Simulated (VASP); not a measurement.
# BeCdF4 (P4/mmm) in VASP: single point with PBE

Aim: the single point of BeCdF4 with PBE.

Program: VASP 6.6.1. These are calculated values, not measurements. Logs are shortened: lines on timing, memory, paths and dates and some standing lists are left out, and cuts for length are marked.

### Step 1. The cell of the first run

The structure is tetragonal, space group P4/mmm (No. 123). Conventional cell: a = 3.046 Å, b = 3.046 Å, c = 8.377 Å, α = 90.00°, β = 90.00°, γ = 90.00°. Within 2.9 Å of Be (site symmetry 4/mmm) lie 12 F at 2.15 to 2.76 Å. Within 2.9 Å of Cd (site symmetry 4/mmm) lie 4 F at 2.15 Å. F (site symmetry 4/mmm) has 4 Cd at 2.15 Å and 2 F at 2.47 Å within 2.9 Å. Within 2.3 Å of F (site symmetry 4mm) lie 1 F at 1.72 Å. F (site symmetry 4/mmm) has 2 F at 1.72 Å and 4 Be at 2.15 Å within 2.3 Å.

### Step 2. Single point, PBE

Input file INCAR:

```
SYSTEM = BeCdF4
PREC = Accurate ; ENCUT = 520
EDIFF = 1E-6 ; ISMEAR = 0
SIGMA = 0.1 ; LREAL = .False.
LASPH = .True. ; NELM = 80
ALGO = Normal ; ISIF = 2
LWAVE = .False. ; LCHARG = .False.
GGA = PE ; NBANDS = 30
```

Input file KPOINTS:

```
regular mesh
0
Gamma
  6 6 2
  0 0 0
```

Input file POSCAR:

```
BeCdF4
1.0
    3.0459997400      0.0000000000      0.0000000000
    0.0000000000      3.0459997400      0.0000000000
    0.0000000000      0.0000000000      8.3770579700
Be Cd F
1 1 4
Direct
    0.5000000000      0.5000000000      0.5000000000
    0.5000000000      0.5000000000      0.0000000000
    0.0000000000      0.0000000000      0.0000000000
    0.0000000000      0.0000000000      0.7052116400
    0.0000000000      0.0000000000      0.2947883600
    0.0000000000      0.0000000000      0.5000000000
```

Potentials or basis: VASP PAW PBE potentials, release 64 (Be, Cd, F).

Launch:

```bash
$ cat potpaw_PBE.64/Be/POTCAR potpaw_PBE.64/Cd/POTCAR potpaw_PBE.64/F/POTCAR > POTCAR
$ mpirun -np 1 vasp_std > vasp.out
```

OUTCAR:

```text
SYSTEM = BeCdF4
   PREC = Accurate
   ENCUT = 520
   EDIFF = 1E-6
   ISMEAR = 0
   LREAL = .False.
   LASPH = .True.
   NELM = 80
   ISIF = 2
   GGA = PE

 ion  position               nearest neighbor table
   1  0.500  0.500  0.500-
   2  0.500  0.500  0.000-   3 2.15   3 2.15   3 2.15   3 2.15
   3  0.000  0.000  0.000-   2 2.15   2 2.15   2 2.15   2 2.15
   4  0.000  0.000  0.705-   6 1.72
   5  0.000  0.000  0.295-   6 1.72
   6  0.000  0.000  0.500-   4 1.72   5 1.72

  LATTYP: Found a simple tetragonal cell.
 ALAT       =     3.0459997400
 C/A-ratio  =     2.7501834160

  Lattice vectors:

 A1 = (   3.0459997400,   0.0000000000,   0.0000000000)
 A2 = (   0.0000000000,   3.0459997400,   0.0000000000)
 A3 = (   0.0000000000,   0.0000000000,   8.3770579700)

Analysis of symmetry for initial positions (statically):
=====================================================================
 Subroutine PRICEL returns:
 Original cell was already a primitive cell.

 Routine SETGRP: Setting up the symmetry group for a
 simple tetragonal supercell.

 Subroutine GETGRP returns: Found 16 space group operations
 (whereof 16 operations were pure point group operations)
 out of a pool of 16 trial point group operations.

The static configuration has the point symmetry D_4h.

Analysis of symmetry for dynamics (positions and initial velocities):
=====================================================================
 Subroutine PRICEL returns:
 Original cell was already a primitive cell.

 Routine SETGRP: Setting up the symmetry group for a
 simple tetragonal supercell.

 Subroutine GETGRP returns: Found 16 space group operations
 (whereof 16 operations were pure point group operations)
 out of a pool of 16 trial point group operations.

The dynamic configuration has the point symmetry D_4h.

 Subroutine INISYM returns: Found 16 space group operations
 (whereof 16 operations are pure point group operations),
 and found     1 'primitive' translations

----------------------------------------------------------------------------------------

                                     Primitive cell

  volume of cell :      77.7233

  direct lattice vectors                    reciprocal lattice vectors
     3.045999740  0.000000000  0.000000000     0.328299437  0.000000000  0.000000000
     0.000000000  3.045999740  0.000000000     0.000000000  0.328299437  0.000000000
     0.000000000  0.000000000  8.377057970     0.000000000  0.000000000  0.119373652

  length of vectors
     3.045999740  3.045999740  8.377057970     0.328299437  0.328299437  0.119373652

  position of ions in fractional coordinates (direct lattice)
     0.500000000  0.500000000  0.500000000
     0.500000000  0.500000000  0.000000000
     0.000000000  0.000000000  0.000000000
     0.000000000  0.000000000  0.705211640
     0.000000000  0.000000000  0.294788360
     0.000000000  0.000000000  0.500000000

  ion indices of the primitive-cell ions
   primitive index   ion index
                 1           1
                 2           2
                 3           3
                 4           4
                 5           5
                 6           6

----------------------------------------------------------------------------------------

 KPOINTS: regular mesh

Automatic generation of k-mesh.
 Grid dimensions read from file:
 generate k-points for:    6    6    2

 Generating k-lattice:

  Cartesian coordinates                     Fractional coordinates (reciprocal lattice)
     0.054716573  0.000000000  0.000000000     0.166666667  0.000000000  0.000000000
     0.000000000  0.054716573  0.000000000     0.000000000  0.166666667  0.000000000
     0.000000000  0.000000000  0.059686826     0.000000000  0.000000000  0.500000000

  Length of vectors
     0.054716573  0.054716573  0.059686826

  Shift w.r.t. Gamma in fractional coordinates (k-lattice)
     0.000000000  0.000000000  0.000000000

 Subroutine IBZKPT returns following result:
 ===========================================

 Found     20 irreducible k-points:

 Following reciprocal coordinates:
            Coordinates               Weight
  0.000000  0.000000  0.000000      1.000000
  0.166667  0.000000  0.000000      4.000000
  0.333333  0.000000  0.000000      4.000000
  0.500000  0.000000  0.000000      2.000000
  0.166667  0.166667  0.000000      4.000000
  0.333333  0.166667  0.000000      8.000000
[... 12 lines left out ...]
  0.500000  0.333333  0.500000      4.000000
  0.500000  0.500000  0.500000      1.000000
   k-points           NKPTS =     20   k-points in BZ     NKDIM =     20   number of bands    NBANDS=     30
   number of dos      NEDOS =    301   number of ions     NIONS =      6
   total plane-waves  NPLWV =  36864
   dimension x,y,z NGX =    24 NGY =   24 NGZ =   64
   dimension x,y,z NGXF=    48 NGYF=   48 NGZF=  128
   ions per type =               1   1   4
   NGX,Y,Z   is equivalent  to a cutoff of  13.10, 13.10, 12.70 a.u.
   NGXF,Y,Z  is equivalent  to a cutoff of  26.20, 26.20, 25.40 a.u.
 SYSTEM =  BeCdF4
   PREC   = accura    normal or accurate (medium, high low for compatibility)
   ISTART =      0    job   : 0-new  1-cont  2-samecut
   ICHARG =      2    charge: 1-file 2-atom 10-const
   ISPIN  =      1    spin polarized calculation?
   LNONCOLLINEAR =      F non collinear calculations
   LSORBIT =      F    spin-orbit coupling
   LASPH  =      T    aspherical Exc in radial PAW
   ENCUT  =  520.0 eV  38.22 Ry    6.18 a.u.   5.66  5.66 15.58*2*pi/ulx,y,z
   NELM   =     80;   NELMIN=  2; NELMDL= -5     # of ELM steps
   EDIFF  = 0.1E-05   stopping-criterion for ELM
   LREAL  =      F    real-space projection
   EDIFFG = 0.1E-04   stopping-criterion for IOM
   NSW    =      0    number of steps for IOM
   IBRION =     -1    ionic relax: 0-MD 1-quasi-New 2-CG
   NFREE  =      0    steps in history (QN), initial steepest desc. (CG)
   ISIF   =      2    stress and relaxation
   ISYM   =      2    0-nonsym 1-usesym 2-fastsym
   POTIM  = 0.5000    time-step for ionic-motion
   TEBEG  =    0.0;   TEEND  =   0.0 temperature during run
   PSTRESS=    0.0 pullay stress
   NELECT =      42.0000    total number of electrons
   NUPDOWN=      -1.0000    fix difference up-down
   EMIN   =  10.00;   EMAX   =-10.00  energy-range for DOS
   EFERMI =   0.00;   METHOD = LEGACY
   ISMEAR =     0;   SIGMA  =   0.10  broadening in eV -4-tet -1-fermi 0-gaus
   EFERMI_NEDOS =   21; number of points for ismear=-14 and -15
   IALGO  =     38    algorithm
   IMIX   =      4    mixing-type and parameters
     AMIX     =   0.40;   BMIX     =  1.00
     AMIX_MAG =   1.60;   BMIX_MAG =  1.00
  volume/ion in A,a.u.               =      12.95        87.42
  Fermi-wavevector in a.u.,A,eV,Ry     =   1.333442  2.519840 24.192083  1.778068
  Thomas-Fermi vector in A             =   2.462300
   LORBIT       =      0    0 simple, 1 ext, 2 COOP (PROOUT), +10 PAW based schemes
   GGA     = PE    functional components
   LHFCALC =     F    Hartree Fock is set to
   AEXX    =    0.0000 exact exchange contribution
   IVDW    =     0    specifies the selected vdW correction
   LEPSILON=     F    determine dielectric tensor
   LRPA    =     F    only Hartree local field effects (RPA)
 non-spin polarized calculation
 Gauss-broadening in eV      SIGMA  =   0.10
  energy-cutoff  :      520.00
  volume of cell :       77.72
 maximum number of plane-waves:      2112
 NGX is ok and might be reduce to    24
   NGX = 11   NGY = 11   NGZ = 31

 number of electron      42.0000028 magnetization

 Free energy of the ion-electron system (eV)
  ---------------------------------------------------
  ext. energy  EPLUGINS =         0.00000000
  ---------------------------------------------------
  free energy    TOTEN  =       -14.92175083 eV

  energy without entropy =      -14.89698478  energy(sigma->0) =      -14.90936781

 E-fermi :   2.0940     XC(G=0):  -9.6105

 val. band max:        2.0933249795   @ k =   0.3333   0.0000   0.0000
 cond. band min:       2.1203254166   @ k =   0.3333   0.1667   0.0000
 fundamental gap:      0.0270004370
 Fermi energy:         2.0940136191

 k-point     1 :       0.0000    0.0000    0.0000
  band No.  band energies     occupation
      1     -24.2014      2.00000
      2     -23.9994      2.00000
      3     -20.2741      2.00000
      4     -19.2521      2.00000
      5      -7.9310      2.00000
      6      -6.9498      2.00000
[... 22 lines left out ...]
     29      12.1105      0.00000
     30      15.1901      0.00000

 k-point     2 :       0.1667    0.0000    0.0000
  band No.  band energies     occupation
      1     -24.1607      2.00000
      2     -23.9249      2.00000
      3     -20.2410      2.00000
      4     -19.2260      2.00000
      5      -8.1058      2.00000
      6      -7.6774      2.00000
[... 22 lines left out ...]
     29      12.3453      0.00000
     30      14.1460      0.00000

 k-point     3 :       0.3333    0.0000    0.0000
  band No.  band energies     occupation
      1     -24.0795      2.00000
      2     -23.7688      2.00000
      3     -20.1734      2.00000
      4     -19.1736      2.00000
      5      -8.9108      2.00000
      6      -8.5859      2.00000
[... 22 lines left out ...]
     29      13.0789      0.00000
     30      13.3056      0.00000

 k-point     4 :       0.5000    0.0000    0.0000
  band No.  band energies     occupation
      1     -24.0388      2.00000
      2     -23.6879      2.00000
      3     -20.1392      2.00000
      4     -19.1469      2.00000
      5      -9.3182      2.00000
      6      -8.9138      2.00000
[... 22 lines left out ...]
     29      12.0520      0.00000
     30      14.8195      0.00000

 k-point     5 :       0.1667    0.1667    0.0000
  band No.  band energies     occupation
      1     -24.1212      2.00000
      2     -23.8714      2.00000
      3     -20.2087      2.00000
      4     -19.2008      2.00000
      5      -8.4184      2.00000
      6      -7.9123      2.00000
[... 22 lines left out ...]
     29      12.4684      0.00000
     30      13.6820      0.00000
[... 394 lines left out ...]
     29      13.1499      0.00000
     30      13.2095      0.00000

 k-point    18 :       0.3333    0.3333    0.5000
  band No.  band energies     occupation
      1     -23.9521      2.00000
      2     -23.7606      2.00000
      3     -20.0681      2.00000
      4     -19.1144      2.00000
      5      -8.5496      2.00000
      6      -7.4739      2.00000
[... 22 lines left out ...]
     29       9.9604      0.00000
     30      13.8658      0.00000

 k-point    19 :       0.5000    0.3333    0.5000
  band No.  band energies     occupation
      1     -23.9110      2.00000
      2     -23.7552      2.00000
      3     -20.0376      2.00000
      4     -19.0888      2.00000
      5      -7.8424      2.00000
      6      -7.7931      2.00000
[... 22 lines left out ...]
     29      10.4875      0.00000
     30      13.3031      0.00000

 k-point    20 :       0.5000    0.5000    0.5000
  band No.  band energies     occupation
      1     -23.8688      2.00000
      2     -23.7746      2.00000
      3     -20.0081      2.00000
      4     -19.0634      2.00000
      5      -7.2048      2.00000
      6      -7.2048      2.00000
[... 22 lines left out ...]
     29       9.4254      0.00000
     30      13.3417      0.00000

------------------------ aborting loop because EDIFF is reached ----------------------------------------

  FORCE on cell =-STRESS in cart. coord.  units (eV):
  Direction    XX          YY          ZZ          XY          YZ          ZX
  --------------------------------------------------------------------------------------
  -------------------------------------------------------------------------------------
  Total        1.6403408      1.6403408     20.8927703      0.0000000      0.0000000     -0.0000000
  in kB       33.8137562     33.8137562    430.6806571      0.0000000      0.0000000     -0.0000000
  external PRESSURE =     166.1027232 kB  Pullay stress =       0.0000000 kB

 VOLUME and BASIS-vectors are now :
 -----------------------------------------------------------------------------
  energy-cutoff  :      520.00
  volume of cell :       77.72
      direct lattice vectors                 reciprocal lattice vectors
     3.045999740  0.000000000  0.000000000     0.328299437  0.000000000  0.000000000
     0.000000000  3.045999740  0.000000000     0.000000000  0.328299437  0.000000000
     0.000000000  0.000000000  8.377057970     0.000000000  0.000000000  0.119373652

 POSITION                                       TOTAL-FORCE (eV/Angst)
 -----------------------------------------------------------------------------------
      1.52300      1.52300      4.18853        -0.000000     -0.000000     -0.000000
      1.52300      1.52300      0.00000        -0.000000     -0.000000     -0.000000
      0.00000      0.00000      0.00000        -0.000000     -0.000000     -0.000000
      0.00000      0.00000      5.90760        -0.000000      0.000000      6.067308
      0.00000      0.00000      2.46946         0.000000     -0.000000     -6.067308
      0.00000      0.00000      4.18853        -0.000000     -0.000000     -0.000000
 -----------------------------------------------------------------------------------
    total drift:                                0.000000     -0.000000     -0.000000

  FREE ENERGIE OF THE ION-ELECTRON SYSTEM (eV)
  ---------------------------------------------------
  free  energy   TOTEN  =       -14.9217508297 eV

  energy  without entropy=      -14.8969847806  energy(sigma->0) =      -14.90936781
```

It took 23 s on 1 thread of Intel Xeon Platinum 8488C (Sapphire Rapids), shared host; peak memory 0.2 GiB.

What came out:

```
Free energy            : -14.9218 eV
Pressure               : 16.6 GPa
Largest force          : 6.067 eV/Å
Band gap on the k mesh : zero (band 21 reaches 2.21 eV, above the bottom of band 22 at 0.62 eV)
```

Forces on the atoms (eV/Å):
```
Be   0.000  0.000  0.000
Cd   0.000  0.000  0.000
F    0.000  0.000  0.000
F    0.000  0.000  6.067
F    0.000  0.000 -6.067
F    0.000  0.000  0.000
```

Caveat: the k points lie up to 0.38 Å⁻¹ apart; forces of over 1 eV/Å act on the atoms, so gaps and moduli don't describe the material at rest.
